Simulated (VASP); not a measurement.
Zn3HgS4: single point with PBE

The system is Zn3HgS4.

```
Zn S Hg
1.0
    -2.78953    2.78953    5.56045
     2.78953   -2.78953    5.56045
     2.78953    2.78953   -5.56045
Zn S Hg
3 4 1
Cartesian
  0.0000 2.7895 2.7802
  0.0000 0.0000 5.5604
  2.7895 0.0000 2.7802
  1.3017 -1.3017 4.0897
  1.3017 1.3017 7.0312
  -1.3017 1.3017 4.0897
  1.4879 1.4879 1.4708
  0.0000 0.0000 0.0000
```

```json
{
  "Program": "VASP 6.6.1",
  "Task": "single point",
  "Functional": "PBE",
  "Potentials or basis": "VASP PAW PBE potentials, release 64 (Zn, S, Hg)",
  "Cutoff": "500 eV",
  "k mesh": "6 × 6 × 6",
  "Occupations": "gaussian, width 0.01 eV",
  "Spin": "no spin polarisation",
  "Dipole correction": "no",
  "Further INCAR settings": "ALGO = Normal; EDIFF = 1e-06; NBANDS = 46"
}
```

The pressure is 0.2 GPa and the largest force is 0.017 eV/Å. The band gap on the k mesh is 1.19 eV.

Forces in eV/Å, atoms in the order of the input:
```
Zn   0.000  0.000  0.000
Zn   0.000  0.000  0.000
Zn   0.000  0.000  0.000
S   -0.010  0.010 -0.011
S   -0.010 -0.010  0.011
S    0.010 -0.010 -0.011
S    0.010  0.010  0.011
Hg   0.000  0.000  0.000
```

Levels at points of the mesh, in eV from the valence-band top:
```tsv
k point	band 32	band 33	band 34	band 35	band 36	band 37	band 38	band 39	band 40	band 41
(0.00, 0.00, 0.00)	-2.07	-2.07	-0.08	0.00	0.00	1.19	3.48	3.54	5.45	5.65
(0.50, 0.00, 0.00)	-1.78	-1.64	-1.28	-0.88	-0.76	3.29	4.20	4.83	5.16	5.18
(0.50, 0.50, 0.00)	-1.01	-0.95	-0.84	-0.60	-0.59	2.27	3.00	4.28	4.37	6.15
(0.50, 0.50, 0.50)	-1.73	-1.42	-1.42	-0.91	-0.91	2.73	3.56	3.56	3.89	4.33
```

It took 8.2 min on 1 thread of Intel Xeon 8259CL (shared host), peak memory 0.46 GiB.

Caveat: spin-orbit coupling is left out, which moves the levels of the heavy elements.
